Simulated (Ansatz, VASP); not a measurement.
**Cl: VASP beside Ansatz**

```xyz
4
Lattice="3.1658 -2.2649 0.0000 3.1658 2.2649 0.0000 0.0000 0.0000 8.2644" Properties=species:S:1:pos:R:3 pbc="T T T"
Cl    3.1658    0.5889    3.3057
Cl    3.1658    1.6760    7.4379
Cl    3.1658   -0.5889    4.9586
Cl    3.1658   -1.6760    0.8264
```

Change from the starting cell: volume scaled by 1.02.

Alike in both runs: task single point; functional LDA; k mesh 7 × 7 × 4; occupations fermi-dirac, width 0.05 eV; no spin polarisation.

|  | VASP | Ansatz |
| --- | --- | --- |
| version | VASP 6.6.1 | Ansatz 0.2.0 |
| potentials or method | VASP PAW LDA potentials, release 64 (Cl), cutoff 520 eV | all-electron LAPW, scalar-relativistic |

Ansatz gave:

| Item | Value |
| --- | --- |
| gap on the k mesh at the Fermi level (eV) | 2.27 |
| least direct gap on the mesh (eV) | 2.33 |
| pressure (GPa) | -2.8 |
| traceless stress, the component that is largest in VASP (GPa) | 1.62 |
| rms of the force components (eV/Å) | 0.231 |

**Question.** What did VASP give for the same quantities?

**Answer.** gap on the k mesh at the Fermi level (eV): 2.29; least direct gap on the mesh (eV): 2.35; pressure (GPa): -3.1; traceless stress, the component that is largest in VASP (GPa): 1.84; rms of the force components (eV/Å): 0.302.

LDA's correlation is that of Perdew and Zunger in VASP and of Perdew and Wang (1992) in Ansatz. Atom by atom the forces differ by 0.073 eV/Å (rms over components). Ansatz ran all-electron here, and VASP with PAW potentials.
